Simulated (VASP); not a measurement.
Write the native input for VASP 6.6.1 that does the following.

```
Task                   : single point
Functional             : PBE
Potentials or basis    : VASP PAW PBE potentials, release 64 (Ir)
Cutoff                 : 500 eV
k mesh                 : 19 × 19 × 19
Occupations            : fermi-dirac, width 0.05 eV
Spin                   : non-collinear spin, zero start, spin-orbit coupling
Starting moments       : [[0.0, 0.0, 0.0]] μB
Dipole correction      : no
Further INCAR settings : ALGO = Normal; EDIFF = 1e-06; NBANDS = 20
```

The structure of Ir lies in POSCAR:

```
Ir
1.0
   -1.5574367310      1.5574367310      1.5574367310
    1.5574367310     -1.5574367310      1.5574367310
    1.5574367310      1.5574367310     -1.5574367310
Ir
1
Direct
    0.0000000000      0.0000000000      0.0000000000
```

This isn't the form of Ir at room conditions, which is fcc.

The input as run:

INCAR

```
SYSTEM = Ir
PREC = Accurate
ENCUT = 500
EDIFF = 1E-6
ISMEAR = -1
SIGMA = 0.05
LREAL = .FALSE.
LASPH = .TRUE.
NELM = 200
ALGO = Normal
ISIF = 2
LWAVE = .FALSE.
LCHARG = .FALSE.
MAGMOM = 0 0 0
LORBIT = 11
LSORBIT = .TRUE.
GGA_COMPAT = .FALSE.
LORBMOM = .TRUE.
LMAXMIX = 4
GGA = PE
NBANDS = 20
```

KPOINTS

```
regular mesh
0
G
  19 19 19
  0 0 0
```

Potentials or basis: VASP PAW PBE potentials, release 64 (Ir).

Command:

```bash
$ cat potpaw_PBE.64/Ir/POTCAR > POTCAR
$ mpirun -np 1 vasp_ncl > vasp.out
```

Results of the run:

```
Pressure                                              : 0.7 GPa
Net moment                                            : 0.00 μB per cell
Valence electrons inside the program's atomic spheres : Ir 8.21
```

It took 120 s on 1 thread of Intel Xeon 8259CL (shared host), peak memory 0.23 GiB.
